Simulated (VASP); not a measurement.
Runs of VASP 6.6.1 on NaI. The structure is that of space group Fm-3m (No. 225), or close to it. The cells are those of the table. 

```csv
cell,gap on the mesh (eV),pressure (GPa)
"a = 4.543, b = 4.543, c = 4.508 Å, angles 60.3, 60.3, 59.5°, 2 atoms",(c),1.0
"a = 4.612, b = 4.612, c = 4.508 Å, angles 60.7, 60.7, 58.5°, 2 atoms",(a),0.5
"a = 4.680, b = 4.680, c = 4.646 Å, angles 60.2, 60.2, 59.5°, 2 atoms",3.48,(b)
"a = 4.646 Å, angles 60.0°, 2 atoms",3.53,-0.3
"a = 4.508 Å, angles 60.0°, 2 atoms",3.77,1.3
```

Alike in all rows: task single point; level PBE; potentials or basis VASP PAW PBE potentials, release 64 (Na_pv, I); no spin polarisation; k mesh 6 × 6 × 6; cutoff (eV) 520; smearing gaussian 0.05 eV.

**Question.** Fill in the values left out.

**Answer.** (a) 3.62; (b) -0.5; (c) 3.71.

Caveats: spin-orbit coupling is left out, which moves the levels of the heavy elements.

A k mesh can miss the band edges, and the runs leave out spin-orbit coupling on I.
